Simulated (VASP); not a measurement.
Set up this calculation in VASP 6.6.1, as the native input.

```yaml
Task: single point
Functional: PBE
Potentials_or_basis: VASP PAW PBE potentials, release 64 (Sr_sv, Ti_sv, O)
Cutoff: 520 eV
k_mesh: 6 × 6 × 6
Occupations: gaussian, width 0.01 eV
Spin: no spin polarisation
Dipole_correction: no
Further_INCAR_settings: ALGO = Normal; EDIFF = 1e-06; NBANDS = 28
```

The structure of SrTiO3 lies in POSCAR:

```
SrTiO3
1.0
    4.0136397273      0.0000000000      0.0000000000
    0.0000000000      4.0136397273      0.0000000000
    0.0000000000      0.0000000000      4.0136397273
Sr Ti O
1 1 3
Direct
    0.0000000000      0.0000000000      0.0000000000
    0.5000000000      0.5000000000      0.5000000000
    0.5000000000      0.0000000000      0.5000000000
    0.5000000000      0.5000000000      0.0000000000
    0.0000000000      0.5000000000      0.5000000000
```

The input as run:

INCAR

```
SYSTEM = SrTiO3
  PREC = Accurate
  ENCUT = 520
  EDIFF = 1E-6
  ISMEAR = 0
  SIGMA = 0.01
  LREAL = .FALSE.
  LASPH = .TRUE.
  NELM = 80
  ALGO = Normal
  ISIF = 2
  LWAVE = .FALSE.
  LCHARG = .FALSE.
  GGA = PE
  NBANDS = 28
```

KPOINTS

```
Automatic mesh
0
G
  6 6 6
  0 0 0
```

Potentials or basis: VASP PAW PBE potentials, release 64 (Sr_sv, Ti_sv, O).

The run is started by

```console
$ cat potpaw_PBE.64/Sr_sv/POTCAR potpaw_PBE.64/Ti_sv/POTCAR potpaw_PBE.64/O/POTCAR > POTCAR
$ mpirun -np 1 vasp_std > vasp.out
```

Results of the run:

```
Pressure               : -8.2 GPa
Band gap on the k mesh : 1.70 eV (least direct gap 2.09 eV)
```

Caveat: the cell stands under tension.

Wall time 85 s on 1 thread of Intel Xeon 8259CL, with other jobs on the host, peak memory 0.19 GiB.
